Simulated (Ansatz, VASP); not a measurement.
**LaPSe4 in VASP and in Ansatz**

```xyz
6
Lattice="0.0000 4.0664 4.0664 4.0664 0.0000 4.0664 4.0664 4.0664 0.0000" Properties=species:S:1:pos:R:3 pbc="T T T"
La    0.0000    0.0000    0.0000
P     2.0332    2.0332    2.0332
Se    5.0678    3.0651    3.0651
Se    3.0651    3.0651    5.0678
Se    5.0678    5.0678    5.0678
Se    3.0651    5.0678    3.0651
```

Change from the starting cell: species swapped into the YZrFe4 type (F-43m, No. 216).

Alike in both runs: functional PBE; k mesh 3 × 3 × 3; occupations gaussian, width 0.15 eV; no spin polarisation.

Ansatz relaxed the structure, and its values are those at the end. VASP's run is a single point on that final structure, the one shown.

|  | VASP | Ansatz |
| --- | --- | --- |
| version | VASP 6.6.1 | Ansatz 0.2.0 |
| potentials or method | VASP PAW PBE potentials, release 64 (La, P, Se), cutoff 500 eV | scalar-relativistic, plane waves, PAW |
| valence electrons in the cell | 40 | 80 |

VASP gave:

| Property | Result |
| --- | --- |
| gap on the k mesh at the Fermi level (eV) | none |
| pressure (GPa) | -0.2 |
| rms of the force components (eV/Å) | 0.005 |

Question: Which values does Ansatz return?

Answer: gap on the k mesh at the Fermi level (eV): none; pressure (GPa): -0.2; rms of the force components (eV/Å): 0.004.

A gap of «none» marks a metal or a gap that the smearing closes. VASP's potentials hold 40 valence electrons a cell and Ansatz's 80, so a difference there can come from the potentials and not from the codes.

The k mesh is coarse, so the values compare programs but aren't converged. Neither program's run includes spin-orbit coupling.
